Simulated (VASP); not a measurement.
LaPt2, 6 atoms in the cell. The structure is cubic, space group Fd-3m (No. 227). Conventional cell: a = 7.744 Å, b = 7.744 Å, c = 7.744 Å, α = 90.00°, β = 90.00°, γ = 90.00°. Within 4.2 Å of La (site symmetry -43m) lie 12 Pt at 3.21 Å and 4 La at 3.35 Å. Pt (site symmetry -3m) has 6 Pt at 2.74 Å and 6 La at 3.21 Å within 3.6 Å. 

| Quantity | Value |
| --- | --- |
| Program | VASP 6.6.1 |
| Task | single point |
| Functional | PBEsol |
| Potentials or basis | VASP PAW PBE potentials, release 64 (La, Pt) |
| Cutoff | 500 eV |
| k mesh | 6 × 6 × 6 |
| Occupations | methfessel-paxton, width 0.05 eV |
| Spin | no spin polarisation |
| Dipole correction | no |
| Further INCAR settings | ALGO = Normal; EDIFF = 1e-06; NBANDS = 40 |

Potentials or basis: VASP PAW PBE potentials, release 64 (La, Pt).

Launch:

```console
$ cat potpaw_PBE.64/La/POTCAR potpaw_PBE.64/Pt/POTCAR > POTCAR
$ mpirun -np 1 vasp_std > vasp.out
```

Hardware: 1 thread of Intel Xeon 8259CL (shared host).

Problem. Estimate the wall time of this run.

Solution. Run time: 3.4 min on 1 thread of Intel Xeon 8259CL (shared host), peak memory 0.28 GiB. Counts: scf iterations 16, k points 16.
